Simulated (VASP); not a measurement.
# Al48N49 (a cell with a defect) in VASP: single point with PBEsol

Aim: the single point of Al48N49 (a cell with a defect) with PBEsol.

Everything below comes from runs of VASP 6.6.1. Logs are shortened: lines on timing, memory, paths and dates and some standing lists are left out, and cuts for length are marked.

### 1 The cell of the first run

The cell holds a defect, 97 atoms: a = 9.341 Å, b = 10.787 Å, c = 9.967 Å, α = 90.00°, β = 90.00°, γ = 90.00°.

### 2 Single point, PBEsol

INCAR

```
PREC = Accurate
ENCUT = 520
EDIFF = 1E-6
ISMEAR = -1
SIGMA = 0.05
LREAL = Auto
LASPH = True
NELM = 100
ALGO = Normal
ISIF = 2
LWAVE = False
LCHARG = False
GGA = PS
NBANDS = 248
NELECT = 392.0
ISYM = 0
```

KPOINTS

```
Automatic mesh
0
Gamma
  1 1 1
  0.25 0.25 0.25
```

POSCAR

```
Al48N49
1.0
    9.3414480000      0.0000000000      0.0000000000
    0.0000000000     10.7865750000      0.0000000000
    0.0000000000      0.0000000000      9.9670570000
Al N
48 49
Direct
    0.1669320000      0.0826320000      0.2514440000
    0.1669060000      0.0742850000      0.7499290000
    0.9974470000      0.3351080000      0.2517040000
    0.0144680000      0.3241560000      0.7564070000
    0.5010760000      0.0835200000      0.2502450000
    0.4988990000      0.0902780000      0.7476990000
    0.3364320000      0.3350890000      0.2517490000
    0.3194060000      0.3241330000      0.7563630000
    0.1669630000      0.5843490000      0.2479910000
    0.1668760000      0.5805060000      0.7444830000
    0.0000800000      0.8318270000      0.2485320000
    0.9960440000      0.8295000000      0.7462720000
    0.8327830000      0.0835050000      0.2502380000
    0.8350020000      0.0902990000      0.7477090000
    0.6669600000      0.3335110000      0.2440440000
    0.6669530000      0.3485290000      0.7365440000
    0.5004900000      0.5833220000      0.2428400000
    0.5162830000      0.5755560000      0.7353020000
    0.3337950000      0.8318240000      0.2485410000
    0.3378180000      0.8294990000      0.7462660000
    0.8333310000      0.5833460000      0.2427610000
    0.8175040000      0.5755730000      0.7352920000
    0.6669350000      0.8304250000      0.2496250000
    0.6669370000      0.8535170000      0.7554400000
    0.9997060000      0.1691190000      0.4996110000
    0.0018580000      0.1650380000      0.0028770000
    0.3341650000      0.1690810000      0.4996350000
    0.3320540000      0.1650460000      0.0028470000
    0.1669560000      0.4154050000      0.4984650000
    0.1669670000      0.4169060000      0.0041580000
    0.9993480000      0.6654990000      0.4963610000
    0.9983580000      0.6645590000      0.9925020000
    0.6669490000      0.1672650000      0.4973660000
    0.6669550000      0.1692060000      0.9950340000
    0.5137560000      0.4234110000      0.5128140000
    0.4994970000      0.4157810000      0.9899500000
    0.3344710000      0.6654920000      0.4964070000
    0.3355580000      0.6645510000      0.9924690000
    0.1669410000      0.9161620000      0.4994720000
    0.1669610000      0.9131060000      0.9984750000
    0.8202030000      0.4234510000      0.5128520000
    0.8344330000      0.4157940000      0.9898530000
    0.6669430000      0.6544930000      0.5126130000
    0.6669500000      0.6688300000      0.9880600000
    0.5021100000      0.9150790000      0.4991820000
    0.4989920000      0.9191250000      0.0008550000
    0.8317860000      0.9150810000      0.4991810000
    0.8349150000      0.9191140000      0.0008410000
    0.0005520000      0.1658680000      0.1927510000
    0.0070870000      0.1610070000      0.6904080000
    0.3333110000      0.1658800000      0.1927220000
    0.3268070000      0.1609160000      0.6904360000
    0.1669640000      0.4173060000      0.1934650000
    0.1669390000      0.4143380000      0.6890870000
    0.0016730000      0.6672860000      0.1834730000
    0.9970150000      0.6635720000      0.6868530000
    0.6669380000      0.1647240000      0.1856680000
    0.6669660000      0.1704000000      0.6881170000
    0.4999270000      0.4162470000      0.1827210000
    0.4745020000      0.4000820000      0.7047550000
    0.3321900000      0.6672970000      0.1834630000
    0.3368290000      0.6635340000      0.6869120000
    0.1669340000      0.9160070000      0.1895680000
    0.1669560000      0.9096420000      0.6900020000
    0.8339760000      0.4162550000      0.1826730000
    0.8593970000      0.4002340000      0.7050310000
    0.6668820000      0.6674170000      0.1812400000
    0.6669410000      0.6981240000      0.7052050000
    0.4992920000      0.9169010000      0.1911090000
    0.4968000000      0.9250240000      0.6898580000
    0.8345640000      0.9168840000      0.1910880000
    0.8371210000      0.9250210000      0.6898720000
    0.1669190000      0.0831590000      0.4409860000
    0.1669230000      0.0795850000      0.9418690000
    0.9969510000      0.3348520000      0.4409450000
    0.0063240000      0.3292590000      0.9466580000
    0.4997880000      0.0822040000      0.4400880000
    0.4987510000      0.0852430000      0.9396640000
    0.3368910000      0.3347690000      0.4409460000
    0.3275650000      0.3292770000      0.9466240000
    0.1669070000      0.5837250000      0.4384230000
    0.1669200000      0.5816810000      0.9367220000
    0.0009020000      0.8339740000      0.4391400000
    0.9990300000      0.8330170000      0.9381200000
    0.8340880000      0.0821940000      0.4400780000
    0.8351320000      0.0852460000      0.9396770000
    0.6669620000      0.3265980000      0.4298040000
    0.6669260000      0.3337060000      0.9351890000
    0.4940360000      0.5868640000      0.4284250000
    0.5013200000      0.5826010000      0.9336790000
    0.3329620000      0.8339700000      0.4391640000
    0.3348560000      0.8330060000      0.9381090000
    0.8397230000      0.5869150000      0.4283320000
    0.8325670000      0.5826710000      0.9337160000
    0.6669280000      0.8305660000      0.4397350000
    0.6669240000      0.8421130000      0.9455010000
    0.6669690000      0.5025560000      0.6139590000
```

Potentials or basis: VASP PAW PBE potentials, release 64 (Al, N).

Launch:

```console
> cat potpaw_PBE.64/Al/POTCAR potpaw_PBE.64/N/POTCAR > POTCAR
> mpirun -np 1 vasp_std > vasp.out
```

OUTCAR:

```text
PREC = Accurate
   ENCUT = 520
   EDIFF = 1E-6
   ISMEAR = -1
   LREAL = Auto
   LASPH = True
   NELM = 100
   ISIF = 2
   GGA = PS
   NELECT = 392.0
   ISYM = 0

 ion  position               nearest neighbor table
   1  0.167  0.083  0.251-  49 1.89  51 1.89  73 1.89  63 1.90  26 3.05  28 3.05  39 3.06  25 3.07
                            27 3.07  40 3.11   5 3.12  13 3.12  11 3.12  19 3.12   7 3.15   3 3.15
   2  0.167  0.074  0.750-  50 1.86  52 1.86  64 1.87  74 1.91  39 3.02  40 3.03   4 3.05   8 3.05
                            12 3.09  20 3.09  14 3.11   6 3.11  26 3.11  28 3.11  27 3.12  25 3.12
   3  0.997  0.335  0.252-  75 1.89  65 1.89  53 1.91  49 1.92  29 3.05  25 3.05  30 3.06  26 3.09
                            21 3.09  15 3.09  13 3.12   9 3.12  42 3.14   1 3.15   7 3.17  41 3.23
   4  0.014  0.324  0.756-  66 1.74  54 1.85  50 1.88  76 1.90   8 2.85  26 3.00  30 3.02  14 3.03
                            42 3.04   2 3.05  25 3.06  29 3.10  10 3.11  41 3.21  16 3.26  22 3.28
   5  0.501  0.084  0.250-  51 1.89  69 1.89  77 1.89  57 1.89  33 3.05  46 3.05  28 3.06  45 3.08
                            27 3.08  13 3.10  15 3.11  34 3.12   7 3.12   1 3.12  19 3.13  23 3.14
   6  0.499  0.090  0.748-  52 1.87  70 1.87  58 1.89  78 1.91  24 3.00   8 3.03  27 3.03  34 3.04
                            33 3.06  28 3.09   2 3.11  45 3.12  46 3.13  14 3.14  20 3.19  16 3.20
   7  0.336  0.335  0.252-  79 1.89  59 1.89  53 1.91  51 1.92  29 3.05  27 3.05  30 3.06  28 3.09
                            17 3.09  15 3.09   5 3.12   9 3.12  36 3.14   1 3.15   3 3.17  35 3.23
   8  0.319  0.324  0.756-  60 1.74  54 1.85  52 1.88  80 1.90   4 2.85  28 3.00  30 3.02   6 3.03
                            36 3.04   2 3.05  27 3.06  29 3.10  10 3.11  35 3.21  16 3.26  18 3.28
   9  0.167  0.584  0.248-  53 1.88  61 1.90  55 1.90  81 1.90  30 3.03  37 3.06  31 3.06  29 3.09
[... 125 lines left out ...]
  95  0.667  0.831  0.440-  45 1.88  47 1.89  23 1.89  43 2.03
  96  0.667  0.842  0.946-  46 1.86  48 1.86  24 1.90  44 1.92
  97  0.667  0.503  0.614-  43 1.93  41 1.95  35 1.95  22 2.02  18 2.02  16 2.06

IMPORTANT INFORMATION: All symmetrisations will be switched off!
NOSYMM: (Re-)initialisation of all symmetry stuff for point group C_1.

----------------------------------------------------------------------------------------

                                     Primitive cell

  volume of cell :    1004.3029

  direct lattice vectors                    reciprocal lattice vectors
     9.341448000  0.000000000  0.000000000     0.107049785  0.000000000  0.000000000
     0.000000000 10.786575000  0.000000000     0.000000000  0.092707834  0.000000000
     0.000000000  0.000000000  9.967057000     0.000000000  0.000000000  0.100330519

  length of vectors
     9.341448000 10.786575000  9.967057000     0.107049785  0.092707834  0.100330519

  position of ions in fractional coordinates (direct lattice)
     0.166932000  0.082632000  0.251444000
     0.166906000  0.074285000  0.749929000
     0.997447000  0.335108000  0.251704000
[... 259 lines left out ...]
   EFERMI =   0.00;   METHOD = LEGACY
   ISMEAR =    -1;   SIGMA  =   0.05  broadening in eV -4-tet -1-fermi 0-gaus
   EFERMI_NEDOS =   21; number of points for ismear=-14 and -15
   IALGO  =     38    algorithm
   IMIX   =      4    mixing-type and parameters
     AMIX     =   0.40;   BMIX     =  1.00
     AMIX_MAG =   1.60;   BMIX_MAG =  1.00
  volume/ion in A,a.u.               =      10.35        69.87
  Fermi-wavevector in a.u.,A,eV,Ry     =   1.196415  2.260897 19.475509  1.431410
  Thomas-Fermi vector in A             =   2.332356
   LORBIT       =      0    0 simple, 1 ext, 2 COOP (PROOUT), +10 PAW based schemes
   GGA     = PS    functional components
   LHFCALC =     F    Hartree Fock is set to
   AEXX    =    0.0000 exact exchange contribution
   IVDW    =     0    specifies the selected vdW correction
   LEPSILON=     F    determine dielectric tensor
   LRPA    =     F    only Hartree local field effects (RPA)
 non-spin polarized calculation
  energy-cutoff  :      520.00
  volume of cell :     1004.30
 maximum number of plane-waves:     27045
 NGX is ok and might be reduce to    70
   NGX = 35   NGY = 41   NGZ = 37

 number of electron     392.0000002 magnetization

 Free energy of the ion-electron system (eV)
  ---------------------------------------------------
  ext. energy  EPLUGINS =         0.00000000
  ---------------------------------------------------
  free energy    TOTEN  =      -729.15860266 eV

  energy without entropy =     -729.15860266  energy(sigma->0) =     -729.15860266

 E-fermi :   9.1293     XC(G=0): -11.1826

 val. band max:        7.8816408823   @ k =  -0.2500   0.2500  -0.2500
 cond. band min:      10.8735285575   @ k =   0.2500  -0.2500  -0.2500
 fundamental gap:      2.9918876753
 Fermi energy:         9.1293495397

 k-point     1 :       0.2500    0.2500    0.2500
  band No.  band energies     occupation
      1      -9.0154      2.00000
      2      -8.5998      2.00000
      3      -8.5512      2.00000
      4      -8.5043      2.00000
      5      -8.2127      2.00000
      6      -8.0882      2.00000
[... 833 lines left out ...]
    207      11.8187      0.00000
    208      11.8746      0.00000
 [bands above 208 left out]

------------------------ aborting loop because EDIFF is reached ----------------------------------------

  FORCE on cell =-STRESS in cart. coord.  units (eV):
  Direction    XX          YY          ZZ          XY          YZ          ZX
  --------------------------------------------------------------------------------------
  -------------------------------------------------------------------------------------
  Total       45.1266909     44.0637772     37.1430586     -0.0593122     -0.3866853     -0.0087476
  in kB       71.9911914     70.2955114     59.2547999     -0.0946215     -0.6168840     -0.0139551
  external PRESSURE =      67.1805009 kB  Pullay stress =       0.0000000 kB

 VOLUME and BASIS-vectors are now :
 -----------------------------------------------------------------------------
  energy-cutoff  :      520.00
  volume of cell :     1004.30
      direct lattice vectors                 reciprocal lattice vectors
     9.341448000  0.000000000  0.000000000     0.107049785  0.000000000  0.000000000
     0.000000000 10.786575000  0.000000000     0.000000000  0.092707834  0.000000000
     0.000000000  0.000000000  9.967057000     0.000000000  0.000000000  0.100330519

 POSITION                                       TOTAL-FORCE (eV/Angst)
 -----------------------------------------------------------------------------------
      1.55939      0.89132      2.50616         0.006244      0.008603      0.003345
      1.55914      0.80128      7.47459         0.003071     -0.001583      0.004221
      9.31760      3.61467      2.50875         0.000124      0.001700     -0.000035
      0.13515      3.49653      7.53915         0.031444     -0.032074      0.006012
      4.68078      0.90089      2.49421        -0.002454      0.005399      0.003246
      4.66044      0.97379      7.45236         0.006553      0.007728      0.003345
[... 89 lines left out ...]
      6.23004      9.08352      9.42386         0.003895     -0.015001      0.009141
      6.23046      5.42086      6.11936        -0.000603     -0.006767      0.007899
 -----------------------------------------------------------------------------------
    total drift:                                0.032181     -0.016558      0.022298

  FREE ENERGIE OF THE ION-ELECTRON SYSTEM (eV)
  ---------------------------------------------------
  free  energy   TOTEN  =      -729.1586026571 eV

  energy  without entropy=     -729.1586026571  energy(sigma->0) =     -729.15860266
```

It took 1.6 h on 1 thread of Oxide Virtual Turin-like, shared host; peak memory 1.2 GiB.

Results:

```yaml
Free_energy: -729.1586 eV
Largest_force: 0.045 eV/Å
```

Forces in eV/Å, atoms in the order of the input:
```
Al   0.006  0.009  0.003
Al   0.003 -0.002  0.004
Al   0.000  0.002  0.000
Al   0.031 -0.032  0.006
Al  -0.002  0.005  0.003
Al   0.007  0.008  0.003
Al   0.003  0.006 -0.002
Al  -0.025 -0.028  0.004
Al  -0.003  0.001 -0.002
Al   0.005 -0.011 -0.004
Al  -0.001  0.001  0.007
Al   0.004 -0.003 -0.007
Al  -0.005  0.004  0.004
Al  -0.002 -0.002  0.000
Al   0.002  0.004 -0.002
Al  -0.001 -0.004 -0.006
Al   0.005 -0.004 -0.007
Al   0.005 -0.011 -0.011
Al  -0.006  0.003  0.001
Al   0.007 -0.003 -0.006
Al  -0.003 -0.005 -0.003
Al   0.003 -0.004 -0.004
Al   0.005 -0.005 -0.001
Al   0.003  0.031  0.001
Al  -0.003 -0.005  0.001
Al  -0.003 -0.003 -0.001
Al   0.000 -0.006  0.002
Al  -0.007 -0.006  0.001
Al   0.002 -0.004  0.000
Al  -0.002  0.002 -0.002
Al   0.002  0.004 -0.004
Al  -0.005  0.001 -0.009
Al   0.002 -0.005 -0.003
Al  -0.001  0.010 -0.010
Al   0.000 -0.005 -0.001
Al  -0.008 -0.005 -0.015
Al  -0.008  0.004 -0.005
Al  -0.003 -0.006 -0.007
Al   0.002  0.004  0.001
Al  -0.005  0.002 -0.007
Al  -0.008  0.003 -0.003
Al  -0.003 -0.006 -0.007
Al   0.000 -0.001 -0.005
Al   0.001  0.006 -0.016
Al  -0.009  0.000 -0.002
Al  -0.008  0.003 -0.011
Al   0.000 -0.002 -0.002
Al   0.004  0.002 -0.005
N   -0.001  0.003  0.001
N   -0.003  0.006  0.006
N    0.001  0.000  0.002
N   -0.004  0.015  0.004
N   -0.001 -0.001  0.002
N   -0.001  0.007  0.002
N    0.003  0.003  0.003
N   -0.002 -0.001  0.005
N   -0.001  0.001 -0.002
N   -0.001  0.005  0.004
N   -0.002  0.002  0.006
N    0.027  0.024  0.000
N    0.000  0.001  0.002
N   -0.003  0.002  0.002
N    0.001  0.000  0.001
N   -0.006  0.000  0.001
N   -0.002  0.002  0.004
N   -0.031  0.013 -0.019
N    0.002  0.002  0.009
N   -0.004 -0.013 -0.008
N    0.003 -0.001 -0.001
N    0.002 -0.007  0.000
N   -0.002  0.000  0.001
N   -0.008 -0.003 -0.001
N    0.001 -0.001  0.002
N    0.003  0.000  0.000
N    0.000  0.000  0.004
N   -0.001  0.006  0.000
N    0.000 -0.003  0.004
N    0.004 -0.004  0.007
N    0.001  0.008  0.002
N    0.010  0.006 -0.001
N    0.002  0.003  0.001
N    0.004 -0.002  0.008
N   -0.002 -0.002  0.002
N    0.001  0.001  0.006
N    0.001  0.000  0.005
N   -0.001 -0.004  0.005
N    0.002 -0.001  0.002
N    0.002  0.000  0.001
N    0.008  0.003  0.002
N   -0.001  0.006  0.006
N    0.005 -0.004  0.000
N    0.003  0.003  0.008
N    0.002  0.000  0.012
N    0.002  0.000  0.003
N    0.003 -0.002  0.005
N    0.004 -0.015  0.009
N   -0.001 -0.007  0.008
```

Caveat: the cell carries a net charge on a neutralising background, which shifts energy and pressure; the cell is charged against a uniform background, so pressure and absolute levels hang on convention; the PAW data sets were made with another functional, which shifts forces and pressure a little.
